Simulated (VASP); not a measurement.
Here is a VASP 6.6.1 calculation.

The input INCAR:

```
SYSTEM = AlRu
PREC = Accurate ; ENCUT = 520
EDIFF = 1E-6 ; ISMEAR = -1
SIGMA = 0.1 ; LREAL = .False.
LASPH = .True. ; NELM = 60
ALGO = Normal ; ISIF = 2
LWAVE = .False. ; LCHARG = .True.
GGA = PE ; LELF = .True.
LVHAR = .True. ; NBANDS = 16
```

Contents of KPOINTS:

```
regular mesh
0
Gamma
  13 13 13
  0 0 0
```

File POSCAR:

```
AlRu
1.0
    0.0000000000      2.4332629962      2.4332629962
    2.4332629962      0.0000000000      2.4332629962
    2.4332629962      2.4332629962      0.0000000000
Ru Al
1 1
Direct
    0.0000000000      0.0000000000      0.0000000000
    0.5000000000      0.5000000000      0.5000000000
```

Potentials or basis: VASP PAW PBE potentials, release 64 (Ru_pv, Al).

Run with:

```sh
$ cat potpaw_PBE.64/Ru_pv/POTCAR potpaw_PBE.64/Al/POTCAR > POTCAR
$ mpirun -np 1 vasp_std > vasp.out
```

Problem. Predict the pressure.

Solution. 12.1 GPa.

Caveat: the cell differs from its parent crystal (volume scaled by 0.93, to set the pressure).
